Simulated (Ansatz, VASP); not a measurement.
## InSb: VASP beside Ansatz

```
In Sb
1.0
     0.00000    3.30263    3.30263
     3.30263    0.00000    3.30263
     3.30263    3.30263    0.00000
In Sb
1 1
Direct
  0.00000 0.00000 0.00000
  0.75000 0.75000 0.75000
```

Change from the starting cell: volume scaled by 1.06, crystal datasets.

Alike in both runs: task electric field gradients; functional PBE; k mesh 10 × 10 × 10; occupations fermi-dirac, width 0.03 eV; no spin polarisation.

|  | VASP | Ansatz |
| --- | --- | --- |
| version | VASP 6.6.1 | Ansatz 0.2.0 |
| potentials or method | VASP PAW PBE potentials, release 64 (In_d, Sb), cutoff 520 eV | all-electron PAW with datasets made for the crystal, scalar-relativistic |

```tsv
	VASP	Ansatz	Ansatz less VASP
pressure (GPa)	0.5	0.5	+0.03
```

Ansatz ran all-electron here, and VASP with PAW potentials.

Spin-orbit coupling is off throughout.
